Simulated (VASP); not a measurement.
# OF3 (Pm-3n) in VASP: further runs, part 3 of 3

VASP 6.6.1. Earlier steps stand in the parts before.

**5. Single point, PBE+D3(BJ), collinear spin, ferromagnetic start**

This run uses another cell than the first one, of 10.91 Å³/atom.

Input file INCAR:

```
SYSTEM = OF3
PREC = Accurate ; ENCUT = 520
EDIFF = 1E-6 ; ISMEAR = 0
SIGMA = 0.1 ; LREAL = .FALSE.
LASPH = .TRUE. ; NELM = 150
ALGO = Normal ; ISIF = 2
LWAVE = .FALSE. ; LCHARG = .TRUE.
ISPIN = 2 ; MAGMOM = 2.47 2.47 0.98 0.98 0.98 0.98 0.98 0.98
LORBIT = 11 ; GGA = PE
IVDW = 12 ; LELF = .TRUE.
LVHAR = .TRUE. ; NBANDS = 41
```

Input file KPOINTS:

```
regular mesh
0
G
  8 8 8
  0 0 0
```

Input file POSCAR:

```
OF3
1.0
    4.4358638028      0.0000000000      0.0000000000
    0.0000000000      4.4358638028      0.0000000000
    0.0000000000      0.0000000000      4.4358638028
O F
2 6
Direct
    0.0000000000      0.0000000000      0.0000000000
    0.5000000000      0.5000000000      0.5000000000
    0.2500000000      0.0000000000      0.5000000000
    0.5000000000      0.7500000000      0.0000000000
    0.7500000000      0.0000000000      0.5000000000
    0.5000000000      0.2500000000      0.0000000000
    0.0000000000      0.5000000000      0.7500000000
    0.0000000000      0.5000000000      0.2500000000
```

Potentials or basis: VASP PAW PBE potentials, release 64 (O, F).

The run is started by

```
$ cat potpaw_PBE.64/O/POTCAR potpaw_PBE.64/F/POTCAR > POTCAR
$ mpirun -np 1 vasp_std > vasp.out
```

OUTCAR:

```text
SYSTEM = OF3
   PREC = Accurate
   ENCUT = 520
   EDIFF = 1E-6
   ISMEAR = 0
   LREAL = .FALSE.
   LASPH = .TRUE.
   NELM = 150
   ISIF = 2
   ISPIN = 2
   LORBIT = 11
   GGA = PE
   IVDW = 12
 IVDW          = 12

 ion  position               nearest neighbor table
   1  0.000  0.000  0.000-
   2  0.500  0.500  0.500-
   3  0.250  0.000  0.500-
   4  0.500  0.750  0.000-
   5  0.750  0.000  0.500-
   6  0.500  0.250  0.000-
   7  0.000  0.500  0.750-
   8  0.000  0.500  0.250-

  LATTYP: Found a simple cubic cell.
 ALAT       =     4.4358638028

  Lattice vectors:

 A1 = (   4.4358638028,   0.0000000000,   0.0000000000)
 A2 = (   0.0000000000,   4.4358638028,   0.0000000000)
 A3 = (   0.0000000000,   0.0000000000,   4.4358638028)

Analysis of symmetry for initial positions (statically):
[... 2248 lines left out ...]
  Total      -0.30123    -0.30123    -0.30123    -0.00000     0.00000    -0.00000
  in kB      -5.52941    -5.52941    -5.52941    -0.00000     0.00000    -0.00000
  external pressure =       -5.53 kB  Pullay stress =        0.00 kB

 VOLUME and BASIS-vectors are now :
 -----------------------------------------------------------------------------
  energy-cutoff  :      520.00
  volume of cell :       87.28
      direct lattice vectors                 reciprocal lattice vectors
     4.435863803  0.000000000  0.000000000     0.225435235  0.000000000  0.000000000
     0.000000000  4.435863803  0.000000000     0.000000000  0.225435235  0.000000000
     0.000000000  0.000000000  4.435863803     0.000000000  0.000000000  0.225435235

 POSITION                                       TOTAL-FORCE (eV/Angst)
 -----------------------------------------------------------------------------------
      0.00000      0.00000      0.00000         0.000000      0.000000      0.000000
      2.21793      2.21793      2.21793         0.000000      0.000000      0.000000
      1.10897      0.00000      2.21793        -0.000000     -0.000000     -0.000000
      2.21793      3.32690      0.00000         0.000000     -0.000000     -0.000000
      3.32690      0.00000      2.21793         0.000000      0.000000      0.000000
      2.21793      1.10897      0.00000         0.000000      0.000000      0.000000
      0.00000      2.21793      3.32690        -0.000000      0.000000      0.000000
      0.00000      2.21793      1.10897         0.000000     -0.000000      0.000000
 -----------------------------------------------------------------------------------
    total drift:                                0.000000      0.000000     -0.000000

  FREE ENERGIE OF THE ION-ELECTRON SYSTEM (eV)
  ---------------------------------------------------
  free  energy   TOTEN  =       -13.6519598724 eV

  energy  without entropy=      -13.5891828579  energy(sigma->0) =      -13.62057137

 total charge

# of ion       s       p       d       tot
------------------------------------------
    1        1.655   2.767   0.000   4.422
    2        1.655   2.767   0.000   4.422
    3        1.765   4.047   0.000   5.812
    4        1.765   4.047   0.000   5.812
    5        1.765   4.047   0.000   5.812
    6        1.765   4.047   0.000   5.812
    7        1.765   4.047   0.000   5.812
    8        1.765   4.047   0.000   5.812
--------------------------------------------------
tot         13.899  29.815   0.000  43.714

 magnetization (x)

# of ion       s       p       d       tot
------------------------------------------
    1        0.017   1.944   0.000   1.961
    2        0.017   1.944   0.000   1.961
    3        0.005   0.824   0.000   0.829
    4        0.005   0.824   0.000   0.829
    5        0.005   0.824   0.000   0.829
    6        0.005   0.824   0.000   0.829
    7        0.005   0.824   0.000   0.829
    8        0.005   0.824   0.000   0.829
--------------------------------------------------
tot          0.064   8.834   0.000   8.898
```

OSZICAR:

```text
N       E                     dE             d eps       ncg     rms          rms(c)
DAV:   1     0.302051534960E+03    0.30205E+03   -0.31447E+04  5740   0.128E+03
DAV:   2    -0.142530982872E+01   -0.30348E+03   -0.28894E+03  6920   0.308E+02
DAV:   3    -0.142523458481E+02   -0.12827E+02   -0.12517E+02  6965   0.565E+01
DAV:   4    -0.143299995438E+02   -0.77654E-01   -0.77637E-01  6679   0.514E+00
DAV:   5    -0.143303391924E+02   -0.33965E-03   -0.33964E-03  6815   0.331E-01    0.109E+01
DAV:   6    -0.134772271208E+02    0.85311E+00   -0.10552E+01  6895   0.199E+01    0.124E+01
DAV:   7    -0.131132697954E+02    0.36396E+00   -0.17426E+00  6528   0.927E+00    0.258E+00
DAV:   8    -0.131319088153E+02   -0.18639E-01   -0.19898E-01  6379   0.254E+00    0.124E+00
DAV:   9    -0.131129334037E+02    0.18975E-01   -0.31868E-02  6774   0.151E+00    0.621E-01
DAV:  10    -0.131164658896E+02   -0.35325E-02   -0.33564E-03  6386   0.528E-01    0.359E-01
DAV:  11    -0.131160449326E+02    0.42096E-03   -0.31126E-03  6590   0.410E-01    0.986E-02
DAV:  12    -0.131160222043E+02    0.22728E-04   -0.20936E-04  6485   0.113E-01    0.412E-02
DAV:  13    -0.131160386697E+02   -0.16465E-04   -0.19979E-05  6628   0.302E-02    0.143E-02
DAV:  14    -0.131160431051E+02   -0.44354E-05   -0.27139E-06  5814   0.108E-02    0.714E-03
DAV:  15    -0.131160434781E+02   -0.37301E-06   -0.18491E-06  4698   0.993E-03
   1 F= -.13651960E+02 E0= -.13620571E+02  d E =-.627770E-01  mag=    10.0001
```

Wall time 2.4 min (1 thread of Intel Xeon Platinum 8488C (Sapphire Rapids), shared host); peak memory 0.34 GiB.

Results:

| Item | Value |
| --- | --- |
| Free energy | -13.6520 eV |
| Pressure | -0.6 GPa |
| Band gap on the k mesh | zero (filled and empty bands overlap) |
| Net moment | 10.00 μB per cell |
| Site moments | O +1.96; F +0.83 μB |
| Valence electrons inside the program's atomic spheres | O 4.42; F 5.81 |
| Dispersion energy per atom | -0.067 eV |

Levels at points of the mesh, in eV from the Fermi level:
Spin up:
```
           k point  band 29  band 30  band 31  band 32  band 33  band 34  band 35  band 36
(0.00, 0.00, 0.00)    -1.15    -0.65    -0.65    -0.65    12.33    18.56    18.56    18.75
(0.50, 0.00, 0.00)    -1.09    -1.09    -0.69    -0.69    14.56    14.56    18.40    18.40
(0.50, 0.50, 0.00)    -1.21    -1.20    -1.20    -0.73    15.81    16.18    16.22    16.22
(0.50, 0.50, 0.50)    -1.55    -1.55    -1.55    -1.55    16.91    16.91    16.91    16.91
```
Spin down:
```tsv
k point	band 19	band 20	band 21	band 22	band 23	band 24	band 25	band 26
(0.00, 0.00, 0.00)	-0.67	-0.67	-0.04	-0.04	-0.04	1.38	1.38	1.38
(0.50, 0.00, 0.00)	-0.41	-0.41	-0.36	-0.36	0.06	0.06	1.08	1.08
(0.50, 0.50, 0.00)	-0.73	-0.21	0.02	0.02	0.08	0.08	0.18	0.97
(0.50, 0.50, 0.50)	-0.20	-0.20	-0.07	-0.07	-0.07	-0.07	-0.07	-0.07
```

Caveat: the nearest neighbours stand farther apart than a usual bond.

**6. Summary**

| task | cell | k mesh | cutoff (eV) | gap on the mesh (eV) | pressure (GPa) | moment (μB) |
| --- | --- | --- | --- | --- | --- | --- |
| single point | a = 4.250 Å, 8 atoms | 4 × 4 × 4 | 520 | none | 8.0 | 10.00 |
| single point | a = 4.425 Å, 8 atoms | 4 × 4 × 4 | 520 | none | -0.4 | 10.00 |
| relaxation of cell and atoms | relaxed from a = 4.250 Å, 8 atoms | 4 × 4 × 4 | 600 | none | 0.0 | 10.00 |
| single point | a = 4.436 Å, 8 atoms | 8 × 8 × 8 | 520 | none | -0.6 | 10.00 |

Alike in all rows: level PBE+D3(BJ); potentials or basis VASP PAW PBE potentials, release 64 (O, F); spin collinear, ferromagnetic start; smearing gaussian 0.1 eV.

Caveats: some runs use coarse meshes; the nearest neighbours stand farther apart than a usual bond.

Absolute energies hang on the potentials; compare differences alone.
